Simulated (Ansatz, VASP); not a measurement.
Two plane-wave programs on Si

POSCAR

```
Si
1.0
    3.6054077684      0.0000000000      0.0000000000
   -1.8027038842      3.1223747185      0.0000000000
    0.0000000000      0.0000000000      7.1510705514
Si
4
Direct
    0.3333333333      0.6666666667      0.0630095000
    0.6666666667      0.3333333333      0.5630095000
    0.3333333333      0.6666666667      0.4369905000
    0.6666666667      0.3333333333      0.9369905000
```

File INCAR.step1:

```
SYSTEM = Si
PREC = Accurate
ENCUT = 520
ISMEAR = 0
SIGMA = 0.05
LREAL = .FALSE.
LASPH = .TRUE.
NELM = 80
NBANDS = 16
GGA = PE
ALGO = Normal
EDIFF = 1E-4
LWAVE = .TRUE.
LCHARG = .FALSE.
```

File INCAR.step2:

```
SYSTEM = Si
PREC = Accurate
ENCUT = 520
EDIFF = 1E-6
ISMEAR = 0
SIGMA = 0.05
LREAL = .FALSE.
LASPH = .TRUE.
NELM = 80
ALGO = Normal
ISIF = 2
LWAVE = .FALSE.
LCHARG = .TRUE.
METAGGA = R2SCAN
LMIXTAU = .TRUE.
LELF = .TRUE.
LVHAR = .TRUE.
NBANDS = 16
ISTART = 1
```

File KPOINTS:

```
Automatic mesh
0
G
  12 12 6
  0 0 0
```

Input for Ansatz:

```yaml
crystal:
  lattice:
    - [3.6054077684, 0.0, 0.0]
    - [-1.8027038842, 3.1223747185, 0.0]
    - [0.0, 0.0, 7.1510705514]
  atoms:
    - { symbol: Si, position: [0.3333333333, 0.6666666667, 0.0630095] }
    - { symbol: Si, position: [0.6666666667, 0.3333333333, 0.5630095] }
    - { symbol: Si, position: [0.3333333333, 0.6666666667, 0.4369905] }
    - { symbol: Si, position: [0.6666666667, 0.3333333333, 0.9369905] }
basis:
  ecutwfc: 500
kpoints:
  mp_grid: { grid: [12, 12, 6] }
hamiltonian:
  xc: r2scan
scf:
  occupations: { method: gaussian, width: 0.05 }
output:
  forces: true
  stress: true
  eigenvalues: true
  write_density: true
  write_potential: true
  elf: true
  volumetric_format: npy
```

Alike in both runs: task single point; functional r2SCAN; k mesh 12 × 12 × 6; occupations gaussian, width 0.05 eV; no spin polarisation.

|  | VASP | Ansatz |
| --- | --- | --- |
| version | VASP 6.6.1 | Ansatz 0.2.0 |
| potentials or method | VASP PAW PBE potentials, release 64 (Si), cutoff 520 eV | scalar-relativistic, plane waves, PAW |
| valence electrons in the cell | 16 | 16 |

VASP gave:

* gap on the k mesh at the Fermi level (eV): none
* pressure (GPa): 3.6
* traceless stress, the component that is largest in VASP (GPa): -21.00
* rms of the force components (eV/Å): 0.572

Q: What did Ansatz give for the same quantities?

A: gap on the k mesh at the Fermi level (eV): none; pressure (GPa): 3.8; traceless stress, the component that is largest in VASP (GPa): -20.86; rms of the force components (eV/Å): 0.587.

VASP's potentials were made for PBE, not for r2SCAN. Atom by atom the forces differ by 0.015 eV/Å (rms over components). A gap of «none» marks a metal or a gap that the smearing closes.
